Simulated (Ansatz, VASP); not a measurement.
# Two plane-wave programs on TaN

Contents of INCAR:

```
SYSTEM = TaN
ALGO     = Normal         ! electronic algorithm
EDIFF    = 1E-6           ! SCF threshold, eV
ENCUT    = 520            ! plane-wave cutoff, eV
GGA      = PS             ! functional
ISIF     = 2              ! what is computed and relaxed
ISMEAR   = 0              ! smearing method
LASPH    = .True.         ! aspherical terms in the spheres
LCHARG   = .False.        ! write CHGCAR
LREAL    = .False.        ! projectors in reciprocal space
LWAVE    = .False.        ! write WAVECAR
NBANDS   = 15             ! bands
NELM     = 100            ! most SCF steps
PREC     = Accurate       ! precision mode
SIGMA    = 0.15           ! smearing width, eV
```

The input KPOINTS:

```
k-points
0
Gamma
  18 18 18
  0 0 0
```

The input POSCAR:

```
TaN
1.0
    0.0000000000      2.1874436400      2.1290388948
    2.1874436400      0.0000000000      2.1290388948
    2.1874436400      2.1874436400      0.0000000000
Ta N
1 1
Direct
    0.5000000000      0.5000000000      0.5000000000
    0.0000000000      0.0000000000      0.0000000000
```

Input for Ansatz:

```yaml
crystal:
  lattice:
    - [0.0, 2.18744364, 2.1290388948]
    - [2.18744364, 0.0, 2.1290388948]
    - [2.18744364, 2.18744364, 0.0]
  atoms:
    - { symbol: Ta, position: [0.5, 0.5, 0.5] }
    - { symbol: "N", position: [0.0, 0.0, 0.0] }
basis:
  ecutwfc: 520.0
kpoints:
  mp_grid: { grid: [18, 18, 18] }
hamiltonian:
  xc: pbesol
  pseudopotentials: { kind: paw, azcp: { folder: soft_1 } }
scf:
  occupations: { method: gaussian, width: 0.15 }
output:
  forces: true
  stress: true
  eigenvalues: true
```

Change from the starting cell: engineering shear strain xz +0.0000, normal strain along z -0.0267.

Alike in both runs: task single point; functional PBEsol; k mesh 18 × 18 × 18; occupations gaussian, width 0.15 eV; no spin polarisation.

```csv
,VASP,Ansatz
version,VASP 6.6.1,Ansatz 0.2.0
potentials or method,"VASP PAW PBE potentials, release 64 (Ta_pv, N), cutoff 520 eV","scalar-relativistic, plane waves, PAW"
valence electrons in the cell,16,18
```

```csv
,VASP,Ansatz,Ansatz less VASP
gap on the k mesh at the Fermi level (eV),none,none,-
pressure (GPa),12.3,10.9,-1.43
"traceless stress, the component that is largest in VASP (GPa)",13.88,13.72,-0.158
```

VASP's potentials were made for PBE, not for PBEsol, and Ansatz warns of the same on its side. A gap of «none» marks a metal or a gap that the smearing closes. VASP's potentials hold 16 valence electrons a cell and Ansatz's 18, so a difference there can come from the potentials and not from the codes.

Spin-orbit coupling is off throughout.
